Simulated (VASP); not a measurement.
# CsLiCr2Te2S3 (P1) in VASP: single point with PBE-based screened hybrid

Aim: the single point of CsLiCr2Te2S3 with PBE-based screened hybrid.

Program: VASP 6.6.1. These are calculated values, not measurements. Logs are shortened: lines on timing, memory, paths and dates and some standing lists are left out, and cuts for length are marked.

### Step 1. The cell of the first run

The typed cell holds 9 atoms: a = 6.108 Å, b = 6.358 Å, c = 7.995 Å, α = 101.14°, β = 99.87°, γ = 111.27°.

### Step 2. Single point, PBE-based screened hybrid, collinear spin, ferromagnetic start

Input file POSCAR:

```
CsLiCr2Te2S3
1.0
    6.1079200000     -0.0188600000      0.0058100000
   -2.2882200000      5.9315100000      0.0033300000
   -1.3846200000     -2.1939500000      7.5626000000
Cs Li Cr Te S
1 1 2 2 3
Direct
    0.0634800000      0.1017800000      0.9939400000
    0.5702600000      0.5814300000      0.5740300000
    0.0780100000      0.5013800000      0.5799000000
    0.4316200000      0.0297200000      0.5372200000
    0.5445800000      0.7673200000      0.2819800000
    0.0114300000      0.6593200000      0.2990200000
    0.7780000000      0.3713300000      0.7077300000
    0.3940200000      0.8250800000      0.7487500000
    0.1960500000      0.2300900000      0.4864600000
```

Input file INCAR.step1:

```
SYSTEM = CsLiCr2Te2S3
ALGO = Normal ; EDIFF = 1E-5
ENCUT = 520 ; GGA = PE
ISIF = 2 ; ISMEAR = -1
ISPIN = 2 ; LASPH = .TRUE.
LCHARG = .FALSE. ; LMAXMIX = 4
LORBIT = 11 ; LREAL = .FALSE.
LUSENCCL = .FALSE. ; LWAVE = .TRUE.
MAGMOM = 0 0 3 3 0 0 0 0 0 ; NBANDS = 47
NELM = 150 ; PREC = Accurate
SIGMA = 0.05
```

Input file INCAR.step2:

```
SYSTEM = CsLiCr2Te2S3
AEXX = 0.25 ; ALGO = Normal
EDIFF = 1E-6 ; ENCUT = 520
GGA = PE ; HFSCREEN = 0.3
ISIF = 2 ; ISMEAR = -1
ISPIN = 2 ; ISTART = 1
LASPH = .TRUE. ; LCHARG = .FALSE.
LHFCALC = .TRUE. ; LMAXMIX = 4
LORBIT = 11 ; LREAL = .FALSE.
LUSENCCL = .FALSE. ; LWAVE = .FALSE.
MAGMOM = 0 0 3 3 0 0 0 0 0 ; NBANDS = 47
NELM = 150 ; PREC = Accurate
PRECFOCK = Fast ; SIGMA = 0.05
```

Input file KPOINTS:

```
k-points
0
G
  2 2 2
  0 0 0
```

Potentials or basis: VASP PAW PBE potentials, release 64 (Cs_sv, Li_sv, Cr_pv, Te, S).

The run is started by

```sh
$ cat potpaw_PBE.64/Cs_sv/POTCAR potpaw_PBE.64/Li_sv/POTCAR potpaw_PBE.64/Cr_pv/POTCAR potpaw_PBE.64/Te/POTCAR potpaw_PBE.64/S/POTCAR > POTCAR
$ cp INCAR.step1 INCAR
$ mpirun -np 1 vasp_std > vasp.out
$ cp INCAR.step2 INCAR
$ mpirun -np 1 vasp_std > vasp.out
```

OUTCAR:

```text
SYSTEM = CsLiCr2Te2S3
   AEXX = 0.25
   EDIFF = 1E-6
   ENCUT = 520
   GGA = PE
   HFSCREEN = 0.3
   ISIF = 2
   ISMEAR = -1
   ISPIN = 2
   ISTART = 1
   LASPH = .TRUE.
   LHFCALC = .TRUE.
   LORBIT = 11
   LREAL = .FALSE.
   NELM = 150
   PREC = Accurate
   PRECFOCK = Fast

 ion  position               nearest neighbor table
   1  0.063  0.102  0.994-
   2  0.570  0.581  0.574-   9 2.42   7 2.42   8 2.53   5 2.82   3 2.87
   3  0.078  0.501  0.580-   9 2.15   8 2.22   7 2.23   6 2.66   2 2.87
   4  0.432  0.030  0.537-   9 2.28   8 2.32   7 2.36   5 2.73   6 2.82
   5  0.545  0.767  0.282-   4 2.73   2 2.82   6 3.11   6 3.15
   6  0.011  0.659  0.299-   3 2.66   4 2.82   5 3.11   5 3.15
   7  0.778  0.371  0.708-   3 2.23   4 2.36   2 2.42
   8  0.394  0.825  0.749-   3 2.22   4 2.32   2 2.53
   9  0.196  0.230  0.486-   3 2.15   4 2.28   2 2.42

  LATTYP: Found a triclinic cell.
 ALAT       =     7.0391492137
 B/A-ratio  =     2.2477581351
 C/A-ratio  =     1.2473194634
 COS(alpha) =     0.0034065765
 COS(beta)  =     0.5073740706
 COS(gamma) =     0.8166993666

  Lattice vectors:

 A1 = (  -3.8197000000,  -5.9126500000,  -0.0091400000)
 A2 = ( -11.3122400000,  -8.0877400000,   7.5476500000)
 A3 = (  -2.4350800000,  -3.7187000000,  -7.5717400000)

Analysis of symmetry for initial positions (statically):
=====================================================================
 Subroutine PRICEL returns:
 Original cell was already a primitive cell.

 Routine SETGRP: Setting up the symmetry group for a
 triclinic supercell.

 Subroutine GETGRP returns: Found  1 space group operations
 (whereof  1 operations were pure point group operations)
 out of a pool of  2 trial point group operations.

The static configuration has the point symmetry C_1 .

Analysis of symmetry for dynamics (positions and initial velocities):
=====================================================================
 Subroutine PRICEL returns:
 Original cell was already a primitive cell.

 Routine SETGRP: Setting up the symmetry group for a
 triclinic supercell.

 Subroutine GETGRP returns: Found  1 space group operations
 (whereof  1 operations were pure point group operations)
 out of a pool of  2 trial point group operations.

The dynamic configuration has the point symmetry C_1 .

Analysis of structural, dynamic, and magnetic symmetry:
=====================================================================
[... 158 lines left out ...]
  ---------------------------------------------------
  free energy    TOTEN  =       -56.35653199 eV

  energy without entropy =      -56.34170891  energy(sigma->0) =      -56.34912045

 E-fermi :   2.5098     XC(G=0):  -6.8991

 val. band max:        2.4990886817   @ k =   0.0000   0.5000   0.5000
 cond. band min:       2.5486856346   @ k =   0.0000   0.5000   0.0000
 fundamental gap:      0.0495969529
 Fermi energy:         2.5098388282

 spin component 1

 k-point     1 :       0.0000    0.0000    0.0000
  band No.  band energies     occupation
      1     -46.3448      1.00000
      2     -45.7694      1.00000
      3     -45.7097      1.00000
      4     -45.7001      1.00000
      5     -45.6565      1.00000
      6     -45.6071      1.00000
[... 373 lines left out ...]
     44       7.7875      0.00000
     45       7.9498      0.00000
 Fermi energy:         2.5098388282

 spin component 2

 k-point     1 :       0.0000    0.0000    0.0000
  band No.  band energies     occupation
      1     -46.3461      1.00000
      2     -42.0242      1.00000
      3     -41.7166      1.00000
      4     -41.3101      1.00000
      5     -41.3054      1.00000
      6     -41.2146      1.00000
[... 373 lines left out ...]
     44       7.9273      0.00000
     45       8.1725      0.00000
 [bands above 45 left out]

------------------------ aborting loop because EDIFF is reached ----------------------------------------

  FORCE on cell =-STRESS in cart. coord.  units (eV):
  Direction    XX          YY          ZZ          XY          YZ          ZX
  --------------------------------------------------------------------------------------
  -------------------------------------------------------------------------------------
  Total        2.3085548      0.3595266     -0.0832641     -0.1905753     -0.2663585     -0.4214159
  in kB       13.5097011      2.1039558     -0.4872627     -1.1152499     -1.5587346     -2.4661330
  external PRESSURE =       5.0421314 kB  Pullay stress =       0.0000000 kB

 VOLUME and BASIS-vectors are now :
 -----------------------------------------------------------------------------
  energy-cutoff  :      520.00
  volume of cell :      273.78
      direct lattice vectors                 reciprocal lattice vectors
     6.107920000 -0.018860000  0.005810000     0.163870997  0.063189970  0.048334527
    -2.288220000  5.931510000  0.003330000     0.000474406  0.168746616  0.049041138
    -1.384620000 -2.193950000  7.562600000    -0.000126103 -0.000122849  0.132170929

 POSITION                                       TOTAL-FORCE (eV/Angst)
 -----------------------------------------------------------------------------------
     -1.22139     -1.57814      7.51748        -0.025215     -0.003246      0.003590
      1.35785      2.17861      4.34641         0.010344      0.044745      0.003858
     -1.47373      1.70020      4.38767        -0.250544      0.043150      0.102235
      1.82445     -1.01049      4.06539         0.019775     -0.202092     -0.262556
      1.18002      3.92245      2.13822         0.294695      0.126255      0.172956
     -1.85288      3.25451      2.26363        -0.019910      0.096106      0.000258
      2.92234      0.63515      5.35804         0.021443      0.013371      0.220414
     -0.51806      3.24382      5.66753         0.056916      0.028445     -0.033601
     -0.00260      0.29381      3.68081        -0.107505     -0.146735     -0.207154
 -----------------------------------------------------------------------------------
    total drift:                                0.003458      0.001262     -0.004498

  FREE ENERGIE OF THE ION-ELECTRON SYSTEM (eV)
  ---------------------------------------------------
  free  energy   TOTEN  =       -56.3565319925 eV

  energy  without entropy=      -56.3417089083  energy(sigma->0) =      -56.34912045

 total charge

# of ion       s       p       d       tot
------------------------------------------
    1        2.138   4.736   0.020   6.894
    2        2.018   0.060   0.000   2.078
    3        0.378   6.302   4.128  10.808
    4        0.308   6.253   4.067  10.628
    5        1.357   2.080   0.024   3.461
    6        1.365   2.060   0.035   3.460
    7        1.329   2.433   0.000   3.762
    8        1.335   2.418   0.000   3.753
    9        1.340   2.431   0.000   3.771
--------------------------------------------------
tot         11.568  28.773   8.273  48.614

 magnetization (x)

# of ion       s       p       d       tot
------------------------------------------
    1        0.000  -0.002   0.000  -0.001
    2       -0.000  -0.000   0.000  -0.000
    3        0.047   0.023   2.879   2.949
    4        0.042   0.033   3.147   3.222
    5       -0.015  -0.239  -0.001  -0.255
    6       -0.017  -0.322   0.001  -0.338
    7       -0.006  -0.128   0.000  -0.134
    8       -0.007  -0.166   0.000  -0.173
    9       -0.007  -0.206   0.000  -0.213
--------------------------------------------------
tot          0.038  -1.007   6.027   5.057
```

OUTCAR.step1:

```text
SYSTEM = CsLiCr2Te2S3
   EDIFF = 1E-5
   ENCUT = 520
   GGA = PE
   ISIF = 2
   ISMEAR = -1
   ISPIN = 2
[... 1049 lines left out ...]
--------------------------------------------------
tot         11.291  28.370   8.359  48.020

 magnetization (x)

# of ion       s       p       d       tot
------------------------------------------
    1        0.000  -0.001   0.001   0.000
    2        0.000  -0.000   0.000   0.000
    3        0.035   0.024   2.414   2.473
    4        0.037   0.030   2.759   2.826
    5       -0.006  -0.118   0.001  -0.122
    6       -0.009  -0.163   0.003  -0.169
    7       -0.002  -0.069   0.000  -0.072
    8       -0.003  -0.086   0.000  -0.089
    9       -0.000  -0.118   0.000  -0.119
--------------------------------------------------
tot          0.052  -0.501   5.178   4.730
```

OSZICAR.step1:

```text
N       E                     dE             d eps       ncg     rms          rms(c)
DAV:   1     0.532335791666E+03    0.53234E+03   -0.29752E+04  1672   0.124E+03
DAV:   2     0.807290936624E+01   -0.52426E+03   -0.49901E+03  1689   0.298E+02
DAV:   3    -0.485002954697E+02   -0.56573E+02   -0.55541E+02  2106   0.951E+01
[... 10 lines left out ...]
DAV:  14    -0.459908885359E+02   -0.19647E-02   -0.44297E-03  1904   0.317E-01    0.196E-01
DAV:  15    -0.459913479533E+02   -0.45942E-03   -0.95630E-04  1825   0.146E-01    0.138E-01
DAV:  16    -0.459915615634E+02   -0.21361E-03   -0.29158E-04  1840   0.934E-02    0.609E-02
DAV:  17    -0.459916772571E+02   -0.11569E-03   -0.13446E-04  1602   0.474E-02    0.249E-02
DAV:  18    -0.459917211660E+02   -0.43909E-04   -0.51250E-05  1626   0.294E-02    0.138E-02
DAV:  19    -0.459917280210E+02   -0.68550E-05   -0.61235E-06  1128   0.119E-02
   1 F= -.45991728E+02 E0= -.45982456E+02  d E =-.185449E-01  mag=     5.0002
```

Wall time 30 min (1 × NVIDIA H100 80GB with 1 thread of Intel Xeon Platinum 8481C at 2.70GHz (Sapphire Rapids), shared host); peak memory 1.4 GiB.

Results:

| Quantity | Value |
| --- | --- |
| Free energy | -56.3565 eV |
| Largest force | 0.364 eV/Å |
| Net moment | 5.00 μB per cell |
| Site moments | Cs -0.00; Li -0.00; Cr +2.95, +3.22; Te -0.26, -0.34; S -0.13, -0.17, -0.21 μB |
| Valence electrons inside the program's atomic spheres | Cs 6.89; Li 2.08; Cr 10.81, 10.63; Te 3.46; S 3.76, 3.75, 3.77 |

Forces on the atoms (eV/Å):
```
Cs  -0.025 -0.003  0.004
Li   0.010  0.045  0.004
Cr  -0.251  0.043  0.102
Cr   0.020 -0.202 -0.263
Te   0.295  0.126  0.173
Te  -0.020  0.096  0.000
S    0.021  0.013  0.220
S    0.057  0.028 -0.034
S   -0.108 -0.147 -0.207
```

Caveat: the k points lie up to 0.57 Å⁻¹ apart; the cutoff is under 1.25 times the usual one of these potentials, so pressure, stress and relaxed cells hold a basis-set (Pulay) error; the PAW data sets were made with another functional, which shifts forces and pressure a little; spin-orbit coupling is left out, which moves the levels of the heavy elements; only a ferromagnetic start was run, and an antiferromagnetic order may lie lower in energy.
